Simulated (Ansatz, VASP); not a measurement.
## B2W in VASP and in Ansatz

```xyz
3
Lattice="3.0099 0.0000 0.0000 -1.5050 2.6067 0.0000 0.0000 0.0000 3.0398" Properties=species:S:1:pos:R:3 pbc="T T T"
B     0.0000    1.7378    1.5199
B     1.5050    0.8689    1.5199
W     0.0000    0.0000    0.0000
```

Change from the starting cell: volume scaled by 0.99, crystal datasets.

Alike in both runs: task electric field gradients; functional LDA; k mesh 14 × 14 × 12; occupations fermi-dirac, width 0.05 eV; no spin polarisation.

```csv
,VASP,Ansatz
version,VASP 6.6.1,Ansatz 0.2.0
potentials or method,"VASP PAW LDA potentials, release 64 (B, W_sv), cutoff 520 eV","all-electron PAW with datasets made for the crystal, scalar-relativistic"
```

Ansatz gave:

* pressure (GPa): 26.7
* traceless stress, the component that is largest in VASP (GPa): 11.11
* size of Vzz on the site where it differs most (V/Å²): 37.6

Task: Estimate VASP's values.

Result: Pressure (GPa): 29.0; traceless stress, the component that is largest in VASP (GPa): 11.37; size of Vzz on the site where it differs most (V/Å²): 15.4.

LDA's correlation is that of Perdew and Zunger in VASP and of Perdew and Wang (1992) in Ansatz. Ansatz ran all-electron here, and VASP with PAW potentials.

Spin-orbit coupling is off throughout.
